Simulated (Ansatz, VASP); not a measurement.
WS2: VASP beside Ansatz

File INCAR:

```
  PREC = Accurate
  ENCUT = 520
  EDIFF = 1E-7
  ISMEAR = 0
  SIGMA = 0.05
  LREAL = False
  LASPH = True
  NELM = 150
  ALGO = Normal
  ISIF = 2
  LWAVE = False
  LCHARG = True
  ISPIN = 2
  MAGMOM = 0 0 0 0 0 0
  LORBIT = 11
  LMAXMIX = 4
  LELF = True
  LVHAR = True
  NBANDS = 39
```

File KPOINTS:

```
regular mesh
0
Gamma
  7 7 2
```

The input POSCAR:

```
WS2
1.0
    3.1799994900      0.0000000000      0.0000000000
   -1.5899997400      2.7539603400      0.0000000000
    0.0000000000      0.0000000000     12.4999993200
W S
2 4
Direct
    0.3333333333      0.6666666667      0.2500000000
    0.6666666667      0.3333333333      0.7500000000
    0.3333333333      0.6666666667      0.6200000000
    0.6666666667      0.3333333333      0.1200000000
    0.3333333333      0.6666666667      0.8800000000
    0.6666666667      0.3333333333      0.3800000000
```

Input for Ansatz:

```yaml
crystal:
  lattice:
    - [3.17999949, 0.0, 0.0]
    - [-1.58999974, 2.75396034, 0.0]
    - [0.0, 0.0, 12.49999932]
  atoms:
    - { symbol: W, position: [0.3333333333, 0.6666666667, 0.25], spin: 2.0 }
    - { symbol: W, position: [0.6666666667, 0.3333333333, 0.75], spin: -2.0 }
    - { symbol: S, position: [0.3333333333, 0.6666666667, 0.62] }
    - { symbol: S, position: [0.6666666667, 0.3333333333, 0.12] }
    - { symbol: S, position: [0.3333333333, 0.6666666667, 0.88] }
    - { symbol: S, position: [0.6666666667, 0.3333333333, 0.38] }
basis:
  ecutwfc: 420
  ecutrho_ratio: 4
kpoints:
  mp_grid: { grid: [7, 7, 2] }
hamiltonian:
  xc: lda
  hubbard:
    sites:
      - { site: 0, l: d, u_eff: 0.0, starting_ns: [{ spin: up, occupation_matrix: s0up }, { spin: down, occupation_matrix: s0down }] }
      - { site: 1, l: d, u_eff: 0.0, starting_ns: [{ spin: up, occupation_matrix: s1up }, { spin: down, occupation_matrix: s1down }] }
    occupation_matrices:
      s0up:
        matrix:
          - [0.97, 0.0, 0.0, 0.0, 0.0]
          - [0.0, 0.02, 0.0, 0.0, 0.0]
          - [0.0, 0.0, 0.02, 0.0, 0.0]
          - [0.0, 0.0, 0.0, 0.02, 0.0]
          - [0.0, 0.0, 0.0, 0.0, 0.97]
      s0down:
        matrix:
          - [0.02, 0.0, 0.0, 0.0, 0.0]
          - [0.0, 0.02, 0.0, 0.0, 0.0]
          - [0.0, 0.0, 0.02, 0.0, 0.0]
          - [0.0, 0.0, 0.0, 0.02, 0.0]
          - [0.0, 0.0, 0.0, 0.0, 0.02]
      s1up:
        matrix:
          - [0.02, 0.0, 0.0, 0.0, 0.0]
          - [0.0, 0.02, 0.0, 0.0, 0.0]
          - [0.0, 0.0, 0.02, 0.0, 0.0]
          - [0.0, 0.0, 0.0, 0.02, 0.0]
          - [0.0, 0.0, 0.0, 0.0, 0.02]
      s1down:
        matrix:
          - [0.97, 0.0, 0.0, 0.0, 0.0]
          - [0.0, 0.02, 0.0, 0.0, 0.0]
          - [0.0, 0.0, 0.02, 0.0, 0.0]
          - [0.0, 0.0, 0.0, 0.02, 0.0]
          - [0.0, 0.0, 0.0, 0.0, 0.97]
    ns_hold: { iters: 10 }
scf:
  occupations: { method: gaussian, width: 0.05 }
  lower_state_search: "off"
  max_iter: 150
output:
  forces: true
  stress: true
  eigenvalues: true
  populations: true
  hubbard: { sites: [{ site: 0, l: d }, { site: 1, l: d }] }
  write_density: true
  write_potential: true
  elf: true
  volumetric_format: npy
magnetization:
  spin_polarized: true
```

Alike in both runs: task single point; functional LDA; k mesh 7 × 7 × 2; occupations gaussian, width 0.05 eV; collinear spin.

|  | VASP | Ansatz |
| --- | --- | --- |
| version | VASP 6.6.1 | Ansatz 0.2.0 |
| potentials or method | VASP PAW LDA potentials, release 64 (W_sv, S), cutoff 520 eV | scalar-relativistic, plane waves, PAW |
| valence electrons in the cell | 52 | 52 |

```csv
,VASP,Ansatz,Ansatz less VASP
gap on the k mesh at the Fermi level (eV),1.02,1.01,-0.008
least direct gap on the mesh (eV),2.24,2.23,-0.010
pressure (GPa),-11.1,-11.5,-0.32
"traceless stress, the component that is largest in VASP (GPa)",-3.38,-3.39,-0.010
rms of the force components (eV/Å),0.679,0.698,+0.0195
net moment per atom (μB),0.00,0.00,0.000
```

LDA's correlation is that of Perdew and Zunger in VASP and of Perdew and Wang (1992) in Ansatz. Atom by atom the forces differ by 0.020 eV/Å (rms over components). Ansatz's warnings: seeded moment not kept, specified occupation not kept, symmetry narrowed by occupation matrices.

Spin-orbit coupling is off throughout.
